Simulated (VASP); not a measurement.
Input of a VASP 6.6.1 run:

File INCAR:

```
SYSTEM = BiTe
PREC = Accurate ; ENCUT = 520
EDIFF = 1E-8 ; ISMEAR = -1
SIGMA = 0.03 ; LREAL = .False.
LASPH = .True. ; NELM = 60
ALGO = Normal ; ISIF = 2
LWAVE = .False. ; LCHARG = .False.
GGA = PE ; LEFG = .True.
NBANDS = 18
```

The input KPOINTS:

```
Automatic mesh
0
Gamma
  10 10 10
  0 0 0
```

Contents of POSCAR:

```
BiTe
1.0
    0.0000000000      3.1695228346      3.1695228346
    3.1695228346      0.0000000000      3.1695228346
    3.1695228346      3.1695228346      0.0000000000
Bi Te
1 1
Direct
    0.0000000000      0.0000000000      0.0000000000
    0.5000000000      0.5000000000      0.5000000000
```

Potentials or basis: VASP PAW PBE potentials, release 64 (Bi_d, Te).

Command:

```console
$ cat potpaw_PBE.64/Bi_d/POTCAR potpaw_PBE.64/Te/POTCAR > POTCAR
$ mpirun -np 1 vasp_std > vasp.out
```

(1) Predict the pressure.

## Answers

(1) 4.3 GPa.

Caveat: without QUAD_EFG the Cq values of the log hold for a quadrupole moment of 1 mb, not for the nuclei.
